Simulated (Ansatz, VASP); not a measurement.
**Two plane-wave programs on AgI**

Contents of INCAR:

```
PREC     = Accurate       # precision mode
ENCUT    = 500            # plane-wave cutoff, eV
EDIFF    = 1E-6           # SCF threshold, eV
ISMEAR   = -1             # smearing method
SIGMA    = 0.02           # smearing width, eV
LREAL    = False          # projectors in reciprocal space
LASPH    = True           # aspherical terms in the spheres
NELM     = 120            # most SCF steps
ALGO     = Normal         # electronic algorithm
ISIF     = 2              # what is computed and relaxed
LWAVE    = False          # write WAVECAR
LCHARG   = False          # write CHGCAR
GGA      = PE             # functional
NBANDS   = 16             # bands
GGA_COMPAT= False
```

File KPOINTS:

```
Automatic mesh
0
Gamma
  6 6 6
```

The input POSCAR:

```
AgI
1.0
    0.0000000000      3.2886327781      3.2886327781
    3.2886327781      0.0000000000      3.2886327781
    3.2886327781      3.2886327781      0.0000000000
Ag I
1 1
Direct
    0.0000000000      0.0000000000      0.0000000000
    0.2500000000      0.2500000000      0.2500000000
```

Input for Ansatz:

```yaml
crystal:
  lattice:
    - [0.0, 3.2886327781, 3.2886327781]
    - [3.2886327781, 0.0, 3.2886327781]
    - [3.2886327781, 3.2886327781, 0.0]
  atoms:
    - { symbol: Ag, position: [0.0, 0.0, 0.0] }
    - { symbol: I, position: [0.25, 0.25, 0.25] }
kpoints:
  mp_grid: { grid: [6, 6, 6] }
  band_path:
    path:
      - [[0.0, 0.0, 0.0], [-0.5, -0.5, -4.105881318491e-34], [-0.375, -0.375, 0.25]]
      - [[-0.375, -1.986058518818e-17, 0.375], [0.0, 0.0, 0.0], [-3.555504590129e-18, -3.555504590129e-18, 0.5], [-0.5, -0.25, 0.25], [-0.5, -0.5, -4.105881318491e-34]]
    npoints: 10
hamiltonian:
  xc: pbe
scf:
  occupations: { method: fermi_dirac, width: 0.02 }
  n_extra_bands: 4
output:
  forces: true
  stress: true
  eigenvalues: true
  write_density: true
  write_potential: true
  elf: true
  volumetric_format: npy
```

Alike in both runs: task single point; functional PBE; k mesh 6 × 6 × 6; occupations fermi-dirac, width 0.02 eV; no spin polarisation.

```csv
,VASP,Ansatz
version,VASP 6.6.1,Ansatz 0.2.0
potentials or method,"VASP PAW PBE potentials, release 64 (Ag, I)","plane waves, PAW"
plane-wave cutoff (eV),500,420
valence electrons in the cell,18,36
```

|  | VASP | Ansatz | Ansatz less VASP |
| --- | --- | --- | --- |
| gap on the k mesh at the Fermi level (eV) | 1.34 | 1.34 | -0.002 |
| pressure (GPa) | 0.6 | 0.6 | +0.04 |

With one functional, cell and mesh, what is left measures potentials, basis and numerics. VASP's potentials hold 18 valence electrons a cell and Ansatz's 36, so a difference there can come from the potentials and not from the codes.

Neither program's run includes spin-orbit coupling.
